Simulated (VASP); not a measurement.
# InRh (Pm-3m) in VASP: single point with LDA

Aim: the single point of InRh with LDA.

All numbers are computed with VASP 6.6.1; they aren't measurements. Logs are shortened: lines on timing, memory, paths and dates and some standing lists are left out, and cuts for length are marked.

## 1. The cell of the first run

It takes space group Pm-3m (No. 221, cubic). Conventional cell: a = 3.196 Å, b = 3.196 Å, c = 3.196 Å, α = 90.00°, β = 90.00°, γ = 90.00°. In (site symmetry m-3m) has 8 Rh at 2.77 Å and 6 In at 3.20 Å within 3.6 Å. Rh (site symmetry m-3m) has 8 In at 2.77 Å and 6 Rh at 3.20 Å within 3.6 Å.

## 2. Single point, LDA

INCAR

```
SYSTEM = InRh
ALGO = Normal
EDIFF = 1E-6
ENCUT = 520
ISIF = 2
ISMEAR = 0
LASPH = .TRUE.
LCHARG = .FALSE.
LREAL = .FALSE.
LWAVE = .FALSE.
NBANDS = 21
NELM = 80
PREC = Accurate
SIGMA = 0.15
```

KPOINTS

```
k-points
0
G
  16 16 16
  0 0 0
```

POSCAR

```
InRh
1.0
    3.1960000000      0.0000000000      0.0000000000
    0.0000000000      3.1960000000      0.0000000000
    0.0000000000      0.0000000000      3.1960000000
In Rh
1 1
Direct
    0.5000000000      0.5000000000      0.5000000000
    0.0000000000      0.0000000000      0.0000000000
```

Potentials or basis: VASP PAW LDA potentials, release 64 (In_d, Rh_pv).

Launch:

```bash
$ cat potpaw_LDA.64/In_d/POTCAR potpaw_LDA.64/Rh_pv/POTCAR > POTCAR
$ mpirun -np 1 vasp_std > vasp.out
```

OUTCAR:

```text
SYSTEM = InRh
   EDIFF = 1E-6
   ENCUT = 520
   ISIF = 2
   ISMEAR = 0
   LASPH = .TRUE.
   LREAL = .FALSE.
   NELM = 80
   PREC = Accurate

 ion  position               nearest neighbor table
   1  0.500  0.500  0.500-   2 2.77   2 2.77   2 2.77   2 2.77   2 2.77   2 2.77   2 2.77   2 2.77

   2  0.000  0.000  0.000-   1 2.77   1 2.77   1 2.77   1 2.77   1 2.77   1 2.77   1 2.77   1 2.77

  LATTYP: Found a simple cubic cell.
 ALAT       =     3.1960000000

  Lattice vectors:

 A1 = (   3.1960000000,   0.0000000000,   0.0000000000)
 A2 = (   0.0000000000,   3.1960000000,   0.0000000000)
 A3 = (   0.0000000000,   0.0000000000,   3.1960000000)

Analysis of symmetry for initial positions (statically):
=====================================================================
 Subroutine PRICEL returns:
 Original cell was already a primitive cell.

 Routine SETGRP: Setting up the symmetry group for a
 simple cubic supercell.

 Subroutine GETGRP returns: Found 48 space group operations
 (whereof 48 operations were pure point group operations)
 out of a pool of 48 trial point group operations.

The static configuration has the point symmetry O_h .

Analysis of symmetry for dynamics (positions and initial velocities):
=====================================================================
 Subroutine PRICEL returns:
 Original cell was already a primitive cell.

 Routine SETGRP: Setting up the symmetry group for a
 simple cubic supercell.

 Subroutine GETGRP returns: Found 48 space group operations
 (whereof 48 operations were pure point group operations)
 out of a pool of 48 trial point group operations.

The dynamic configuration has the point symmetry O_h .

 Subroutine INISYM returns: Found 48 space group operations
 (whereof 48 operations are pure point group operations),
 and found     1 'primitive' translations

----------------------------------------------------------------------------------------

                                     Primitive cell

  volume of cell :      32.6453

  direct lattice vectors                    reciprocal lattice vectors
     3.196000000  0.000000000  0.000000000     0.312891114  0.000000000  0.000000000
     0.000000000  3.196000000  0.000000000     0.000000000  0.312891114  0.000000000
     0.000000000  0.000000000  3.196000000     0.000000000  0.000000000  0.312891114

  length of vectors
     3.196000000  3.196000000  3.196000000     0.312891114  0.312891114  0.312891114

  position of ions in fractional coordinates (direct lattice)
[... 77 lines left out ...]
   ENCUT  =  520.0 eV  38.22 Ry    6.18 a.u.   5.94  5.94  5.94*2*pi/ulx,y,z
   NELM   =     80;   NELMIN=  2; NELMDL= -5     # of ELM steps
   EDIFF  = 0.1E-05   stopping-criterion for ELM
   LREAL  =      F    real-space projection
   EDIFFG = 0.1E-04   stopping-criterion for IOM
   NSW    =      0    number of steps for IOM
   IBRION =     -1    ionic relax: 0-MD 1-quasi-New 2-CG
   NFREE  =      0    steps in history (QN), initial steepest desc. (CG)
   ISIF   =      2    stress and relaxation
   ISYM   =      2    0-nonsym 1-usesym 2-fastsym
   POTIM  = 0.5000    time-step for ionic-motion
   TEBEG  =    0.0;   TEEND  =   0.0 temperature during run
   PSTRESS=    0.0 pullay stress
   NELECT =      28.0000    total number of electrons
   NUPDOWN=      -1.0000    fix difference up-down
   EMIN   =  10.00;   EMAX   =-10.00  energy-range for DOS
   EFERMI =   0.00;   METHOD = LEGACY
   ISMEAR =     0;   SIGMA  =   0.15  broadening in eV -4-tet -1-fermi 0-gaus
   EFERMI_NEDOS =   21; number of points for ismear=-14 and -15
   IALGO  =     38    algorithm
   IMIX   =      4    mixing-type and parameters
     AMIX     =   0.40;   BMIX     =  1.00
     AMIX_MAG =   1.60;   BMIX_MAG =  1.00
  volume/ion in A,a.u.               =      16.32       110.15
  Fermi-wavevector in a.u.,A,eV,Ry     =   1.555443  2.939361 32.917971  2.419403
  Thomas-Fermi vector in A             =   2.659383
   LORBIT       =      0    0 simple, 1 ext, 2 COOP (PROOUT), +10 PAW based schemes
   GGA     = CA    functional components
   LHFCALC =     F    Hartree Fock is set to
   AEXX    =    0.0000 exact exchange contribution
   IVDW    =     0    specifies the selected vdW correction
   LEPSILON=     F    determine dielectric tensor
   LRPA    =     F    only Hartree local field effects (RPA)
 non-spin polarized calculation
 Gauss-broadening in eV      SIGMA  =   0.15
  energy-cutoff  :      520.00
  volume of cell :       32.65
 maximum number of plane-waves:       912
 NGX is ok and might be reduce to    24
   NGX = 11   NGY = 11   NGZ = 11

 number of electron      28.0000003 magnetization

 Free energy of the ion-electron system (eV)
  ---------------------------------------------------
  ext. energy  EPLUGINS =         0.00000000
  ---------------------------------------------------
  free energy    TOTEN  =       -12.79090186 eV

  energy without entropy =      -12.77671045  energy(sigma->0) =      -12.78380616

 E-fermi :  11.3537     XC(G=0): -13.1015

 val. band max:       11.3440676381   @ k =   0.4375   0.3750   0.0625
 cond. band min:      11.3580182804   @ k =   0.5000   0.2500   0.0625
 fundamental gap:      0.0139506423
 Fermi energy:        11.3537120848

 k-point     1 :       0.0000    0.0000    0.0000
  band No.  band energies     occupation
      1     -34.5542      2.00000
      2     -34.5542      2.00000
      3     -34.5542      2.00000
      4      -3.5880      2.00000
      5      -3.5880      2.00000
      6      -3.0805      2.00000
[... 565 lines left out ...]
     20      23.3311      0.00000
     21      25.1011      0.00000

 [... further k-points ...]

------------------------ aborting loop because EDIFF is reached ----------------------------------------

  FORCE on cell =-STRESS in cart. coord.  units (eV):
  Direction    XX          YY          ZZ          XY          YZ          ZX
  --------------------------------------------------------------------------------------
  -------------------------------------------------------------------------------------
  Total       -1.0645663     -1.0645663     -1.0645663      0.0000000      0.0000000      0.0000000
  in kB      -52.2471946    -52.2471946    -52.2471946      0.0000000      0.0000000      0.0000000
  external PRESSURE =     -52.2471946 kB  Pullay stress =       0.0000000 kB

 VOLUME and BASIS-vectors are now :
 -----------------------------------------------------------------------------
  energy-cutoff  :      520.00
  volume of cell :       32.65
      direct lattice vectors                 reciprocal lattice vectors
     3.196000000  0.000000000  0.000000000     0.312891114  0.000000000  0.000000000
     0.000000000  3.196000000  0.000000000     0.000000000  0.312891114  0.000000000
     0.000000000  0.000000000  3.196000000     0.000000000  0.000000000  0.312891114

 POSITION                                       TOTAL-FORCE (eV/Angst)
 -----------------------------------------------------------------------------------
      1.59800      1.59800      1.59800         0.000000      0.000000      0.000000
      0.00000      0.00000      0.00000         0.000000      0.000000      0.000000
 -----------------------------------------------------------------------------------
    total drift:                                0.000000      0.000000     -0.000000

  FREE ENERGIE OF THE ION-ELECTRON SYSTEM (eV)
  ---------------------------------------------------
  free  energy   TOTEN  =       -12.7909018617 eV

  energy  without entropy=      -12.7767104513  energy(sigma->0) =      -12.78380616
```

OSZICAR:

```text
N       E                     dE             d eps       ncg     rms          rms(c)
DAV:   1     0.259557279020E+03    0.25956E+03   -0.15545E+04  7443   0.192E+03
DAV:   2     0.118942216335E+00   -0.25944E+03   -0.25010E+03  7174   0.457E+02
DAV:   3    -0.127711137063E+02   -0.12890E+02   -0.12719E+02  7865   0.107E+02
DAV:   4    -0.130707556921E+02   -0.29964E+00   -0.29949E+00  7993   0.156E+01
DAV:   5    -0.130834024377E+02   -0.12647E-01   -0.12646E-01  9735   0.329E+00    0.842E+00
DAV:   6    -0.128538181328E+02    0.22958E+00   -0.74414E-01  8113   0.972E+00    0.340E+00
DAV:   7    -0.128089331605E+02    0.44885E-01   -0.20276E-01  9025   0.525E+00    0.202E+00
DAV:   8    -0.127926068382E+02    0.16326E-01   -0.47999E-02  9146   0.176E+00    0.485E-01
DAV:   9    -0.127909539804E+02    0.16529E-02   -0.24113E-03  8615   0.717E-01    0.810E-02
DAV:  10    -0.127909048717E+02    0.49109E-04   -0.50190E-05  9720   0.108E-01    0.464E-02
DAV:  11    -0.127909018776E+02    0.29941E-05   -0.54487E-06  8387   0.213E-02    0.107E-02
DAV:  12    -0.127909018617E+02    0.15911E-07   -0.15110E-07  4285   0.412E-03
   1 F= -.12790902E+02 E0= -.12783806E+02  d E =-.141914E-01
```

It used 150 s of CPU time on 1 thread of AMD EPYC 7R13 Processor (Zen 3), on a shared host.

Results:

```
Free energy            : -12.7909 eV
Pressure               : -5.2 GPa
Band gap on the k mesh : zero (band 14 reaches 12.63 eV, above the bottom of band 15 at 10.83 eV)
```

Levels at points of the mesh, in eV from the Fermi level:
```csv
k point,band 11,band 12,band 13,band 14,band 15,band 16,band 17,band 18
"(0.00, 0.00, 0.00)",-3.39,-1.22,-1.22,-1.22,4.52,4.52,4.52,10.85
"(0.50, 0.00, 0.00)",-3.41,-2.64,-2.64,-1.34,0.03,10.24,10.69,10.69
"(0.50, 0.50, 0.00)",-2.35,-2.35,-1.78,-1.78,-0.53,2.89,3.61,9.85
"(0.50, 0.50, 0.50)",-4.80,-0.47,-0.47,0.12,4.33,4.33,4.33,5.68
```

Caveat: spin-orbit coupling is left out, which moves the levels of the heavy elements.
